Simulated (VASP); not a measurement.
Write the native input for VASP 6.6.1 that does the following.

| Property | Result |
| --- | --- |
| Task | single point |
| Functional | PBE |
| Potentials or basis | VASP PAW PBE potentials, release 64 (Lu, Ir, O) |
| Cutoff | 520 eV |
| k mesh | 4 × 4 × 4 |
| Occupations | gaussian, width 0.05 eV |
| Spin | collinear spin, ferromagnetic start |
| Starting moments | [0.01, 0.01, 0.01, 0.01, 0.52, 0.52, 0.52, 0.52, 0.01, 0.01, 0.1, 0.1, 0.1, 0.1, 0.1, 0.1, 0.1, 0.1, 0.1, 0.1, 0.1, 0.1] μB |
| Hubbard terms | Ir d U = 2.0 eV |
| Dipole correction | no |
| Further INCAR settings | LREAL = Auto; ALGO = Normal; EDIFF = 1e-06; NBANDS = 131 |

The structure of Lu2Ir2O7 lies in POSCAR:

```
Lu2Ir2O7
1.0
    0.0000000000      5.0774540635      5.0774540635
    5.0774540635      0.0000000000      5.0774540635
    5.0774540635      5.0774540635      0.0000000000
Lu Ir O
4 4 14
Direct
    0.1250000000      0.1250000000      0.1250000000
    0.6250000000      0.1250000000      0.1250000000
    0.1250000000      0.1250000000      0.6250000000
    0.1250000000      0.6250000000      0.1250000000
    0.6250000000      0.6250000000      0.6250000000
    0.1250000000      0.6250000000      0.6250000000
    0.6250000000      0.6250000000      0.1250000000
    0.6250000000      0.1250000000      0.6250000000
    0.0000000000      0.0000000000      0.0000000000
    0.2500000000      0.2500000000      0.2500000000
    0.5355166974      0.9644833026      0.9644833026
    0.7144833026      0.2855166974      0.2855166974
    0.7144833026      0.2855166974      0.7144833026
    0.5355166974      0.9644833026      0.5355166974
    0.9644833026      0.5355166974      0.5355166974
    0.2855166974      0.7144833026      0.7144833026
    0.2855166974      0.7144833026      0.2855166974
    0.9644833026      0.5355166974      0.9644833026
    0.7144833026      0.7144833026      0.2855166974
    0.5355166974      0.5355166974      0.9644833026
    0.2855166974      0.2855166974      0.7144833026
    0.9644833026      0.9644833026      0.5355166974
```

One way to write it, as run:

INCAR

```
  PREC = Accurate
  ENCUT = 520
  EDIFF = 1E-6
  ISMEAR = 0
  SIGMA = 0.05
  LREAL = Auto
  LASPH = T
  NELM = 150
  ALGO = Normal
  ISIF = 2
  LWAVE = F
  LCHARG = T
  ISPIN = 2
  MAGMOM = 0.01 0.01 0.01 0.01 0.52 0.52 0.52 0.52 0.01 0.01 0.1 0.1 0.1 0.1 0.1 0.1 0.1 0.1 0.1 0.1 0.1 0.1
  LORBIT = 11
  LMAXMIX = 4
  LDAU = T
  LDAUTYPE = 2
  LDAUL = -1 2 -1
  LDAUU = 0 2 0
  LDAUJ = 0 0 0
  LDAUPRINT = 1
  GGA = PE
  LVHAR = T
  NBANDS = 131
  KPAR = 4
```

KPOINTS

```
regular mesh
0
Gamma
  4 4 4
```

Potentials or basis: VASP PAW PBE potentials, release 64 (Lu, Ir, O).

Command:

```console
$ cat potpaw_PBE.64/Lu/POTCAR potpaw_PBE.64/Ir/POTCAR potpaw_PBE.64/O/POTCAR > POTCAR
$ mpirun -np 4 vasp_std > vasp.out
```

It gave:

```yaml
Pressure: 0.8 GPa
Largest_force: 0.015 eV/Å
Band_gap_on_the_k_mesh: zero (filled and empty bands overlap)
Net_moment: 4.00 μB per cell
Site_moments: Lu +0.03; Ir +0.70; O +0.00, +0.08 μB
Valence_electrons_inside_the_program's_atomic_spheres: Lu 23.20; Ir 8.31; O 5.10, 5.01
```

Caveat: spin-orbit coupling is left out, which moves the levels of the heavy elements.

It took 9.3 min on 4 MPI ranks on Intel(R) Xeon(R) Platinum 8488C (Sapphire Rapids), on a shared host, peak memory 0.79 GiB a rank.
